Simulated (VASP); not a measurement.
# NiO (Fm-3m) in VASP: notebook

NiO is run at these levels: LDA; tasks: single point.

Program: VASP 6.6.1. These are calculated values, not measurements. Logs are shortened: lines on timing, memory, paths and dates and some standing lists are left out, and cuts for length are marked.

## Step 1: The cell of the first run

It takes space group Fm-3m (No. 225, cubic). Conventional cell: a = 4.087 Å, b = 4.087 Å, c = 4.087 Å, α = 90.00°, β = 90.00°, γ = 90.00°. Within 2.7 Å of Ni (site symmetry m-3m) lie 6 O at 2.04 Å. O (site symmetry m-3m) has 6 Ni at 2.04 Å within 2.7 Å.

## Step 2: Single point, LDA, collinear spin, ferromagnetic start (volume scaled by 0.94)

Input file INCAR:

```
SYSTEM = NiO
PREC = Accurate
ENCUT = 520
EDIFF = 1E-6
ISMEAR = -1
SIGMA = 0.05
LREAL = .FALSE.
LASPH = .TRUE.
NELM = 150
ALGO = Normal
ISIF = 2
LWAVE = .FALSE.
LCHARG = .TRUE.
ISPIN = 2
MAGMOM = 1 0
LORBIT = 11
LMAXMIX = 4
LELF = .TRUE.
LVHAR = .TRUE.
NBANDS = 19
```

Input file KPOINTS:

```
Automatic mesh
0
G
  11 11 11
  0 0 0
```

Input file POSCAR:

```
NiO
1.0
    0.0000000000      2.0433202721      2.0433202721
    2.0433202721      0.0000000000      2.0433202721
    2.0433202721      2.0433202721      0.0000000000
Ni O
1 1
Direct
    0.0000000000      0.0000000000      0.0000000000
    0.5000000000      0.5000000000      0.5000000000
```

Potentials or basis: VASP PAW LDA potentials, release 64 (Ni, O).

The run is started by

```
cat potpaw_LDA.64/Ni/POTCAR potpaw_LDA.64/O/POTCAR > POTCAR
mpirun -np 1 vasp_std > vasp.out
```

OUTCAR:

```text
SYSTEM = NiO
   PREC = Accurate
   ENCUT = 520
   EDIFF = 1E-6
   ISMEAR = -1
   LREAL = .FALSE.
   LASPH = .TRUE.
   NELM = 150
   ISIF = 2
   ISPIN = 2
   LORBIT = 11

 ion  position               nearest neighbor table
   1  0.000  0.000  0.000-   2 2.04   2 2.04   2 2.04   2 2.04   2 2.04   2 2.04
   2  0.500  0.500  0.500-   1 2.04   1 2.04   1 2.04   1 2.04   1 2.04   1 2.04

  LATTYP: Found a face centered cubic cell.
 ALAT       =     4.0866405442

  Lattice vectors:

 A1 = (   0.0000000000,   2.0433202721,   2.0433202721)
 A2 = (   2.0433202721,   0.0000000000,   2.0433202721)
 A3 = (   2.0433202721,   2.0433202721,   0.0000000000)

Analysis of symmetry for initial positions (statically):
=====================================================================
 Subroutine PRICEL returns:
 Original cell was already a primitive cell.

 Routine SETGRP: Setting up the symmetry group for a
 face centered cubic supercell.

 Subroutine GETGRP returns: Found 48 space group operations
 (whereof 48 operations were pure point group operations)
 out of a pool of 48 trial point group operations.

The static configuration has the point symmetry O_h .

Analysis of symmetry for dynamics (positions and initial velocities):
=====================================================================
 Subroutine PRICEL returns:
 Original cell was already a primitive cell.

 Routine SETGRP: Setting up the symmetry group for a
 face centered cubic supercell.

 Subroutine GETGRP returns: Found 48 space group operations
 (whereof 48 operations were pure point group operations)
 out of a pool of 48 trial point group operations.

The dynamic configuration has the point symmetry O_h .

Analysis of structural, dynamic, and magnetic symmetry:
=====================================================================
 Subroutine PRICEL returns:
 Original cell was already a primitive cell.

 Routine SETGRP: Setting up the symmetry group for a
 face centered cubic supercell.

 Subroutine GETGRP returns: Found 48 space group operations
 (whereof 48 operations were pure point group operations)
 out of a pool of 48 trial point group operations.

The overall configuration has the point symmetry O_h .

 Subroutine INISYM returns: Found 48 space group operations
 (whereof 48 operations are pure point group operations),
 and found     1 'primitive' translations

----------------------------------------------------------------------------------------

                                     Primitive cell

  volume of cell :      17.0624
[... 106 lines left out ...]
   IALGO  =     38    algorithm
   IMIX   =      4    mixing-type and parameters
     AMIX     =   0.40;   BMIX     =  1.00
     AMIX_MAG =   1.60;   BMIX_MAG =  1.00
  volume/ion in A,a.u.               =       8.53        57.57
  Fermi-wavevector in a.u.,A,eV,Ry     =   1.602391  3.028079 34.935075  2.567656
  Thomas-Fermi vector in A             =   2.699219
   LORBIT       =     11    0 simple, 1 ext, 2 COOP (PROOUT), +10 PAW based schemes
   GGA     = CA    functional components
   LHFCALC =     F    Hartree Fock is set to
   AEXX    =    0.0000 exact exchange contribution
   IVDW    =     0    specifies the selected vdW correction
   LEPSILON=     F    determine dielectric tensor
   LRPA    =     F    only Hartree local field effects (RPA)
 spin polarized calculation
  energy-cutoff  :      520.00
  volume of cell :       17.06
 maximum number of plane-waves:       477
 NGX is ok and might be reduce to    24
   NGX = 11   NGY = 11   NGZ = 11

 number of electron      15.9999994 magnetization       0.2660844

 Free energy of the ion-electron system (eV)
  ---------------------------------------------------
  ext. energy  EPLUGINS =         0.00000000
  ---------------------------------------------------
  free energy    TOTEN  =       -13.38818311 eV

  energy without entropy =      -13.37449889  energy(sigma->0) =      -13.38134100

 E-fermi :   8.5217     XC(G=0): -13.5546

 val. band max:        8.5008995278   @ k =   0.2727   0.1818   0.0909
 cond. band min:       8.5398562174   @ k =   0.3636   0.2727   0.0000
 fundamental gap:      0.0389566896
 Fermi energy:         8.5216614060

 spin component 1

 k-point     1 :       0.0000    0.0000    0.0000
  band No.  band energies     occupation
      1     -12.2963      1.00000
      2       5.1343      1.00000
      3       5.1343      1.00000
      4       5.1343      1.00000
      5       6.4104      1.00000
      6       6.4104      1.00000
[... 517 lines left out ...]
     18      40.5348      0.00000
     19      41.7309      0.00000

 [... further k-points ...]

 spin component 2

 k-point     1 :       0.0000    0.0000    0.0000
  band No.  band energies     occupation
      1     -12.2391      1.00000
      2       5.2011      1.00000
      3       5.2011      1.00000
      4       5.2011      1.00000
      5       6.5583      1.00000
      6       6.5583      1.00000
[... 517 lines left out ...]
     18      40.5939      0.00000
     19      41.7248      0.00000

 [... further k-points ...]
[... 5 lines left out ...]
  --------------------------------------------------------------------------------------
  -------------------------------------------------------------------------------------
  Total       -0.7926103     -0.7926103     -0.7926103     -0.0000000      0.0000000      0.0000000
  in kB      -74.4270807    -74.4270807    -74.4270807     -0.0000000      0.0000000      0.0000000
  external PRESSURE =     -74.4270807 kB  Pullay stress =       0.0000000 kB

 VOLUME and BASIS-vectors are now :
 -----------------------------------------------------------------------------
  energy-cutoff  :      520.00
  volume of cell :       17.06
      direct lattice vectors                 reciprocal lattice vectors
     0.000000000  2.043320272  2.043320272    -0.244699770  0.244699770  0.244699770
     2.043320272  0.000000000  2.043320272     0.244699770 -0.244699770  0.244699770
     2.043320272  2.043320272  0.000000000     0.244699770  0.244699770 -0.244699770

 POSITION                                       TOTAL-FORCE (eV/Angst)
 -----------------------------------------------------------------------------------
      0.00000      0.00000      0.00000         0.000000     -0.000000      0.000000
      2.04332      2.04332      2.04332        -0.000000      0.000000     -0.000000
 -----------------------------------------------------------------------------------
    total drift:                                0.000000     -0.000000     -0.000000

  FREE ENERGIE OF THE ION-ELECTRON SYSTEM (eV)
  ---------------------------------------------------
  free  energy   TOTEN  =       -13.3881831115 eV

  energy  without entropy=      -13.3744988949  energy(sigma->0) =      -13.38134100

 total charge

# of ion       s       p       d       tot
------------------------------------------
    1        0.354   0.449   8.403   9.206
    2        1.561   3.372   0.000   4.933
--------------------------------------------------
tot          1.915   3.821   8.403  14.139

 magnetization (x)

# of ion       s       p       d       tot
------------------------------------------
    1        0.003   0.004   0.217   0.224
    2        0.006   0.029   0.000   0.035
--------------------------------------------------
tot          0.009   0.032   0.217   0.258
```

OSZICAR:

```text
N       E                     dE             d eps       ncg     rms          rms(c)
DAV:   1     0.811573251421E+02    0.81157E+02   -0.68297E+03  4579   0.105E+03
DAV:   2    -0.104932388119E+02   -0.91651E+02   -0.80215E+02  4421   0.237E+02
DAV:   3    -0.154620190997E+02   -0.49688E+01   -0.46945E+01  4932   0.557E+01
DAV:   4    -0.155058620869E+02   -0.43843E-01   -0.43783E-01  4780   0.502E+00
DAV:   5    -0.155065062716E+02   -0.64418E-03   -0.64414E-03  4887   0.604E-01    0.146E+01
DAV:   6    -0.146212342712E+02    0.88527E+00   -0.86287E+00  5625   0.559E+01    0.153E+01
DAV:   7    -0.134523021313E+02    0.11689E+01   -0.36632E+00  5427   0.438E+01    0.583E+00
DAV:   8    -0.133970903361E+02    0.55212E-01   -0.22668E-01  5527   0.737E+00    0.211E+00
DAV:   9    -0.133890206637E+02    0.80697E-02   -0.18815E-02  5675   0.208E+00    0.541E-01
DAV:  10    -0.133881213425E+02    0.89932E-03   -0.23136E-03  5711   0.894E-01    0.864E-02
DAV:  11    -0.133881675294E+02   -0.46187E-04   -0.27178E-04  4680   0.141E-01    0.471E-02
DAV:  12    -0.133881795248E+02   -0.11995E-04   -0.10216E-05  5736   0.442E-02    0.209E-02
DAV:  13    -0.133881830661E+02   -0.35414E-05   -0.31859E-06  4019   0.290E-02    0.655E-03
DAV:  14    -0.133881831115E+02   -0.45347E-07   -0.70213E-07  2534   0.103E-02
   1 F= -.13388183E+02 E0= -.13381341E+02  d E =-.136842E-01  mag=     0.2656
```

Run time: 90 s. Hardware: 1 thread of AMD EPYC 7R13, shared host; peak memory 0.12 GiB.

What came out:

```
Free energy                                           : -13.3882 eV
Pressure                                              : -7.4 GPa
Net moment                                            : 0.27 μB per cell
Site moments                                          : Ni +0.22; O +0.04 μB
Valence electrons inside the program's atomic spheres : Ni 9.21; O 4.93
```

Levels at points of the mesh, in eV from the Fermi level:
Spin up:
```tsv
k point	band 6	band 7	band 8	band 9	band 10	band 11
(0.00, 0.00, 0.00)	-2.11	-2.11	-1.95	-1.95	2.04	17.93
```
Spin down:
```csv
k point,band 6,band 7,band 8,band 9,band 10,band 11
"(0.00, 0.00, 0.00)",-1.96,-1.96,-1.66,-1.66,2.09,17.94
```

Caveat: semilocal functionals often make such compounds metallic where correlation or magnetic order opens a gap, which also shifts bond lengths.

## Step 3: Single point, LDA, collinear spin, ferromagnetic start (volume scaled by 0.98)

Input file INCAR:

```
ALGO = Normal
EDIFF = 1E-6
ENCUT = 520
GGA = CA
ISIF = 2
ISMEAR = -1
ISPIN = 2
LASPH = True
LCHARG = False
LMAXMIX = 4
LORBIT = 11
LREAL = False
LWAVE = False
MAGMOM = 1 0
NBANDS = 19
NELM = 150
PREC = Accurate
SIGMA = 0.05
```

Input file KPOINTS:

```
k-points
0
Gamma
  11 11 11
```

Input file POSCAR:

```
NiO
1.0
    0.0000000000      2.0719018797      2.0719018797
    2.0719018797      0.0000000000      2.0719018797
    2.0719018797      2.0719018797      0.0000000000
Ni O
1 1
Direct
    0.0000000000      0.0000000000      0.0000000000
    0.5000000000      0.5000000000      0.5000000000
```

Potentials or basis: VASP PAW LDA potentials, release 64 (Ni, O).

The run is started by

```
cat potpaw_LDA.64/Ni/POTCAR potpaw_LDA.64/O/POTCAR > POTCAR
mpirun -np 1 vasp_std > vasp.out
```

Run time: 1.9 min. Hardware: 1 thread of AMD EPYC 7R13, shared host; peak memory 0.13 GiB.

The run converged. Its results:

```
Free energy                                           : -13.3353 eV
Pressure                                              : -16.0 GPa
Net moment                                            : 0.25 μB per cell
Site moments                                          : Ni +0.21; O +0.03 μB
Valence electrons inside the program's atomic spheres : Ni 9.12; O 4.91
```

Levels at points of the mesh, in eV from the Fermi level:
Spin up:
```
           k point  band 5  band 6  band 7  band 8  band 9  band 10  band 11  band 12
(0.00, 0.00, 0.00)   -1.95   -1.95   -1.95   -1.81   -1.81     1.82    17.84    19.19
```
Spin down:
| k point | band 6 | band 7 | band 8 | band 9 | band 10 | band 11 |
| --- | --- | --- | --- | --- | --- | --- |
| (0.00, 0.00, 0.00) | -1.80 | -1.80 | -1.54 | -1.54 | 1.87 | 17.84 |

Caveat: semilocal functionals often make such compounds metallic where correlation or magnetic order opens a gap, which also shifts bond lengths.

[end of part 1 of 3]
